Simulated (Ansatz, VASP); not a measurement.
## Si: VASP beside Ansatz

File INCAR:

```
PREC = Accurate
ENCUT = 520
EDIFF = 1E-6
ISMEAR = -1
SIGMA = 0.15
LREAL = F
LASPH = T
NELM = 80
ALGO = Normal
ISIF = 2
LWAVE = F
LCHARG = F
GGA = CA
NBANDS = 11
```

Contents of KPOINTS:

```
Automatic mesh
0
Gamma
  8 8 8
```

The input POSCAR:

```
Si
1.0
    0.0000000000      2.6850649043      2.6850649043
    2.6850649043      0.0000000000      2.6850649043
    2.6850649043      2.6850649043      0.0000000000
Si
2
Direct
    0.5000000000      0.5000000000      0.5000000000
    0.7500000000      0.7500000000      0.7500000000
```

The input input.yaml:

```yaml
crystal:
  lattice:
    - [0.0, 2.6850649043, 2.6850649043]
    - [2.6850649043, 0.0, 2.6850649043]
    - [2.6850649043, 2.6850649043, 0.0]
  atoms:
    - { symbol: Si, position: [0.5, 0.5, 0.5] }
    - { symbol: Si, position: [0.75, 0.75, 0.75] }
kpoints:
  mp_grid: { grid: [8, 8, 8] }
scf:
  occupations: { method: fermi_dirac, width: 0.15 }
hamiltonian:
  xc: lda
  pseudopotentials:
    kind: all_electron
    lapw: { basis_error: 0.0005 }
    nuclear_model: point
output:
  forces: true
  stress: true
  eigenvalues: true
```

Change from the starting cell: volume scaled by 0.96.

Alike in both runs: task single point; functional LDA; k mesh 8 × 8 × 8; occupations fermi-dirac, width 0.15 eV; no spin polarisation.

|  | VASP | Ansatz |
| --- | --- | --- |
| version | VASP 6.6.1 | Ansatz 0.2.0 |
| potentials or method | VASP PAW LDA potentials, release 64 (Si), cutoff 520 eV | all-electron LAPW, point nuclei |

|  | VASP | Ansatz | Ansatz less VASP |
| --- | --- | --- | --- |
| pressure (GPa) | 1.8 | 1.7 | -0.12 |

LDA's correlation is that of Perdew and Zunger in VASP and of Perdew and Wang (1992) in Ansatz. Ansatz ran all-electron here, and VASP with PAW potentials.
